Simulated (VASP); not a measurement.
# CsSnI3: single point with r2SCAN

The system is CsSnI3.

```
Cs Sn I
1.0
     6.30391    0.00000    0.00000
     0.00000    6.30391    0.00000
     0.00000    0.00000    6.22723
Cs Sn I
1 1 3
Direct
  0.00000 0.00000 0.00000
  0.50000 0.50000 0.50000
  0.50000 0.50000 0.00000
  0.50000 0.00000 0.50000
  0.00000 0.50000 0.50000
```

This cell differs from its parent crystal: epitaxial xy strain +1.0%.

```json
{
 "Program": "VASP 6.6.1",
 "Task": "single point",
 "Functional": "r2SCAN",
 "Potentials or basis": "VASP PAW PBE potentials, release 64 (Cs_sv, Sn_d, I)",
 "Cutoff": "520 eV",
 "k mesh": "4 × 4 × 4",
 "Occupations": "gaussian, width 0.01 eV",
 "Spin": "no spin polarisation",
 "Dipole correction": "no",
 "Further INCAR settings": "ALGO = Normal; EDIFF = 1e-07; NBANDS = 30"
}
```

```json
{
  "Pressure": "-0.3 GPa",
  "Band gap on the k mesh": "0.55 eV, direct"
}
```

Stress tensor (GPa, compression positive):
```
-0.43  0.00  0.00
 0.00 -0.43  0.00
 0.00  0.00  0.00
```

Levels at points of the mesh, in eV from the valence-band top:
| k point | band 19 | band 20 | band 21 | band 22 | band 23 | band 24 | band 25 | band 26 |
| --- | --- | --- | --- | --- | --- | --- | --- | --- |
| (0.00, 0.00, 0.00) | -2.37 | -2.24 | -2.23 | -2.23 | 2.69 | 3.53 | 3.56 | 3.92 |
| (0.50, 0.00, 0.00) | -2.52 | -2.35 | -2.34 | -1.65 | 1.29 | 4.17 | 4.34 | 4.49 |
| (0.50, 0.50, 0.00) | -2.65 | -2.60 | -1.83 | -0.85 | 0.99 | 0.99 | 4.38 | 4.74 |
| (0.00, 0.00, 0.50) | -2.52 | -2.35 | -2.35 | -1.56 | 1.31 | 4.22 | 4.34 | 4.46 |
| (0.50, 0.00, 0.50) | -2.66 | -2.61 | -1.81 | -0.77 | 0.96 | 1.02 | 4.14 | 4.75 |
| (0.50, 0.50, 0.50) | -1.81 | -1.79 | -1.79 | 0.00 | 0.55 | 0.55 | 0.64 | 3.53 |

Run time: 9.3 min on 1 thread of Oxide Virtual Turin-like Processor, on a shared host, peak memory 0.41 GiB.

Caveat: the cell differs from its parent crystal (epitaxial xy strain +1.0%); the PAW data sets were made with another functional, which shifts forces and pressure a little; spin-orbit coupling is left out, which moves the levels of the heavy elements. A k mesh can miss the band edges.
